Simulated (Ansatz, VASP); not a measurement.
# KI: VASP beside Ansatz

```
CELL_PARAMETERS angstrom
0.00000 3.52455 3.52455
3.52455 0.00000 3.52455
3.52455 3.52455 0.00000
ATOMIC_POSITIONS crystal
K 0.00000 0.00000 0.00000
I 0.50000 0.50000 0.50000
```

Alike in both runs: task single point; functional PBE; k mesh 6 × 6 × 6; occupations gaussian, width 0.05 eV; non-collinear spin, spin-orbit coupling.

|  | VASP | Ansatz |
| --- | --- | --- |
| version | VASP 6.6.1 | Ansatz 0.2.0 |
| potentials or method | VASP PAW PBE potentials, release 64 (K_sv, I), cutoff 520 eV | plane waves, PAW |
| valence electrons in the cell | 16 | 26 |

|  | VASP | Ansatz | Ansatz less VASP |
| --- | --- | --- | --- |
| pressure (GPa) | 0.7 | 0.7 | -0.03 |

VASP's potentials hold 16 valence electrons a cell and Ansatz's 26, so a difference there can come from the potentials and not from the codes.
